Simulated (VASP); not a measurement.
# Os (P6_3/mmc) in VASP: further runs, part 4 of 4

VASP 6.6.1. The steps go on from the part before.

## (5) Electric field gradients, PBEsol (volume scaled by 0.99)

Contents of INCAR:

```
SYSTEM = Os
PREC = Accurate
ENCUT = 520
EDIFF = 1E-8
ISMEAR = -1
SIGMA = 0.08
LREAL = .False.
LASPH = .True.
NELM = 80
ALGO = Normal
ISIF = 2
LWAVE = .False.
LCHARG = .False.
GGA = PS
LEFG = .True.
NBANDS = 15
```

Contents of KPOINTS:

```
Automatic mesh
0
Gamma
  17 17 10
  0 0 0
```

Contents of POSCAR:

```
Os
1.0
    2.7249557601      0.0000000000      0.0000000000
   -1.3624778801      2.3598809125      0.0000000000
    0.0000000000      0.0000000000      4.3052527349
Os
2
Direct
    0.3333333333      0.6666666667      0.2500000000
    0.6666666667      0.3333333333      0.7500000000
```

Potentials or basis: VASP PAW PBE potentials, release 64 (Os).

Started as:

```console
> cat potpaw_PBE.64/Os/POTCAR > POTCAR
> mpirun -np 1 vasp_std > vasp.out
```

OUTCAR:

```text
SYSTEM = Os
   PREC = Accurate
   ENCUT = 520
   EDIFF = 1E-8
   ISMEAR = -1
   LREAL = .False.
   LASPH = .True.
   NELM = 80
   ISIF = 2
   GGA = PS

 ion  position               nearest neighbor table
   1  0.333  0.667  0.250-   2 2.67   2 2.67   2 2.67   2 2.67   2 2.67   2 2.67
   2  0.667  0.333  0.750-   1 2.67   1 2.67   1 2.67   1 2.67   1 2.67   1 2.67

  LATTYP: Found a hexagonal cell.
 ALAT       =     2.7249557601
 C/A-ratio  =     1.5799349105

  Lattice vectors:

 A1 = (   2.7249557601,   0.0000000000,   0.0000000000)
 A2 = (  -1.3624778801,   2.3598809125,   0.0000000000)
 A3 = (   0.0000000000,   0.0000000000,   4.3052527349)

Analysis of symmetry for initial positions (statically):
=====================================================================
 Subroutine PRICEL returns:
 Original cell was already a primitive cell.

 Routine SETGRP: Setting up the symmetry group for a
 hexagonal supercell.

 Subroutine GETGRP returns: Found 24 space group operations
 (whereof 12 operations were pure point group operations)
 out of a pool of 24 trial point group operations.

The static configuration has the point symmetry D_3d.
 The point group associated with its full space group is D_6h.

Analysis of symmetry for dynamics (positions and initial velocities):
=====================================================================
 Subroutine PRICEL returns:
 Original cell was already a primitive cell.

 Routine SETGRP: Setting up the symmetry group for a
 hexagonal supercell.

 Subroutine GETGRP returns: Found 24 space group operations
 (whereof 12 operations were pure point group operations)
 out of a pool of 24 trial point group operations.

The dynamic configuration has the point symmetry D_3d.
 The point group associated with its full space group is D_6h.

 Subroutine INISYM returns: Found 24 space group operations
 (whereof 12 operations are pure point group operations),
 and found     1 'primitive' translations

----------------------------------------------------------------------------------------

                                     Primitive cell

  volume of cell :      27.6852

  direct lattice vectors                    reciprocal lattice vectors
     2.724955760  0.000000000  0.000000000     0.366978435  0.211875098  0.000000000
    -1.362477880  2.359880912  0.000000000     0.000000000  0.423750196  0.000000000
     0.000000000  0.000000000  4.305252735     0.000000000  0.000000000  0.232274401

  length of vectors
     2.724955760  2.724955760  4.305252735     0.423750196  0.423750196  0.232274401

  position of ions in fractional coordinates (direct lattice)
     0.333333333  0.666666667  0.250000000
     0.666666667  0.333333333  0.750000000

  ion indices of the primitive-cell ions
   primitive index   ion index
                 1           1
                 2           2

----------------------------------------------------------------------------------------
[... 87 lines left out ...]
   IALGO  =     38    algorithm
   IMIX   =      4    mixing-type and parameters
     AMIX     =   0.40;   BMIX     =  1.00
     AMIX_MAG =   1.60;   BMIX_MAG =  1.00
  volume/ion in A,a.u.               =      13.84        93.41
  Fermi-wavevector in a.u.,A,eV,Ry     =   1.363637  2.576900 25.300111  1.859506
  Thomas-Fermi vector in A             =   2.490023
   LORBIT       =      0    0 simple, 1 ext, 2 COOP (PROOUT), +10 PAW based schemes
   GGA     = PS    functional components
   LHFCALC =     F    Hartree Fock is set to
   AEXX    =    0.0000 exact exchange contribution
   IVDW    =     0    specifies the selected vdW correction
   LEPSILON=     F    determine dielectric tensor
   LRPA    =     F    only Hartree local field effects (RPA)
 non-spin polarized calculation
  energy-cutoff  :      520.00
  volume of cell :       27.69
 maximum number of plane-waves:       762
   NGX = 11   NGY = 11   NGZ = 17

 number of electron      15.9999998 magnetization

 Free energy of the ion-electron system (eV)
  ---------------------------------------------------
  ext. energy  EPLUGINS =         0.00000000
  ---------------------------------------------------
  free energy    TOTEN  =       -24.49596746 eV

  energy without entropy =      -24.46950251  energy(sigma->0) =      -24.48273498

 E-fermi :   9.5040     XC(G=0): -14.2142

 val. band max:        9.4925320345   @ k =   0.1176   0.1176   0.3000
 cond. band min:       9.5107806387   @ k =   0.1765   0.0588   0.3000
 fundamental gap:      0.0182486041
 Fermi energy:         9.5040139222

 k-point     1 :       0.0000    0.0000    0.0000
  band No.  band energies     occupation
      1      -1.6238      2.00000
      2       1.5381      2.00000
      3       6.3458      2.00000
      4       6.3458      2.00000
      5       6.6082      2.00000
      6       7.2061      2.00000
      7       7.2061      2.00000
      8       7.8778      2.00000
      9       7.8778      2.00000
     10       9.4653      1.23727
     11      11.1863      0.00000
     12      11.1863      0.00000
     13      18.6339      0.00000
     14      23.4983      0.00000
[... 401 lines left out ...]
      2       3.5889      2.00000
      3       4.1877      2.00000
      4       4.1966      2.00000
      5       5.9726      2.00000
      6       6.4580      2.00000
      7       7.5167      2.00000
      8       8.5991      1.99998
      9       9.7413      0.09798
     10      10.6849      0.00000
     11      11.7950      0.00000
     12      18.1044      0.00000
     13      18.8006      0.00000
     14      22.4329      0.00000
     15      22.9280      0.00000

 [... further k-points ...]

------------------------ aborting loop because EDIFF is reached ----------------------------------------

  FORCE on cell =-STRESS in cart. coord.  units (eV):
  Direction    XX          YY          ZZ          XY          YZ          ZX
  --------------------------------------------------------------------------------------
  -------------------------------------------------------------------------------------
  Total        0.3920551      0.3920551      0.3245710     -0.0000000     -0.0000000      0.0000000
  in kB       22.6886957     22.6886957     18.7833118     -0.0000000     -0.0000000      0.0000000
  external PRESSURE =      21.3869011 kB  Pullay stress =       0.0000000 kB

 VOLUME and BASIS-vectors are now :
 -----------------------------------------------------------------------------
  energy-cutoff  :      520.00
  volume of cell :       27.69
      direct lattice vectors                 reciprocal lattice vectors
     2.724955760  0.000000000  0.000000000     0.366978435  0.211875098  0.000000000
    -1.362477880  2.359880912  0.000000000     0.000000000  0.423750196  0.000000000
     0.000000000  0.000000000  4.305252735     0.000000000  0.000000000  0.232274401

 POSITION                                       TOTAL-FORCE (eV/Angst)
 -----------------------------------------------------------------------------------
     -0.00000      1.57325      1.07631        -0.000000      0.000000      0.000000
      1.36248      0.78663      3.22894         0.000000      0.000000      0.000000
 -----------------------------------------------------------------------------------
    total drift:                               -0.000000      0.000000     -0.000000

  FREE ENERGIE OF THE ION-ELECTRON SYSTEM (eV)
  ---------------------------------------------------
  free  energy   TOTEN  =       -24.4959674559 eV

  energy  without entropy=      -24.4695025140  energy(sigma->0) =      -24.48273498

 Electric field gradients (V/A^2)
---------------------------------------------------------------------
 ion       V_xx      V_yy      V_zz      V_xy      V_xz      V_yz
---------------------------------------------------------------------
   1      40.897    40.897   -81.794     0.000     0.000    -0.000
   2      40.897    40.897   -81.794     0.000    -0.000     0.000
---------------------------------------------------------------------

 Electric field gradients after diagonalization (V/A^2)
 (convention: |V_zz| > |V_xx| > |V_yy|)
----------------------------------------------------------------------
 ion       V_xx      V_yy      V_zz     asymmetry (V_yy - V_xx)/ V_zz
----------------------------------------------------------------------
   1      40.897    40.897   -81.794       0.000
   2      40.897    40.897   -81.794       0.000
----------------------------------------------------------------------

           NMR quadrupolar parameters

 Cq : quadrupolar parameter    Cq=e*Q*V_zz/h
 eta: asymmetry parameters     (V_yy - V_xx)/ V_zz
 Q  : nuclear electric quadrupole moment in mb (millibarn)
----------------------------------------------------------------------
 ion       Cq(MHz)       eta       Q (mb)
----------------------------------------------------------------------
   1      -0.198       0.000       1.000
   2      -0.198       0.000       1.000
----------------------------------------------------------------------
```

It took 55 s on 1 thread of Intel Xeon Platinum 8375C at 2.90GHz (Ice Lake), shared host; peak memory 0.19 GiB.

Results:

```
Free energy            : -24.4960 eV
Pressure               : 2.1 GPa
Band gap on the k mesh : zero (band 8 reaches 11.57 eV, above the bottom of band 9 at 7.58 eV)
```

Electric field gradients, principal values (V/Å²):
```tsv
atom	least	middle	greatest (by size)
1 Os	40.897	40.897	-81.794
2 Os	40.897	40.897	-81.794
```

Caveat: without QUAD_EFG the Cq values of the log hold for a quadrupole moment of 1 mb, not for the nuclei; the PAW data sets were made with another functional, which shifts forces and pressure a little; spin-orbit coupling is left out, which moves the levels of the heavy elements.

## (6) The runs side by side

```tsv
cell	gap on the mesh (eV)	pressure (GPa)
a = 2.716, b = 2.716, c = 4.291 Å, angles 90.0, 90.0, 120.0°, 2 atoms	none	6.9
a = 2.734, b = 2.734, c = 4.277 Å, angles 90.0, 90.0, 120.0°, 2 atoms	none	2.4
a = 2.725, b = 2.725, c = 4.305 Å, angles 90.0, 90.0, 120.0°, 2 atoms	none	2.1
```

Alike in all rows: task electric field gradients; level PBEsol; potentials or basis VASP PAW PBE potentials, release 64 (Os); no spin polarisation; k mesh 17 × 17 × 10; cutoff (eV) 520; smearing fermi-dirac 0.08 eV.

Caveats: the PAW data sets were made with another functional, which shifts forces and pressure a little; spin-orbit coupling is left out, which moves the levels of the heavy elements.

Total energies depend on the potentials used, so only differences within one code and one set of settings carry meaning.
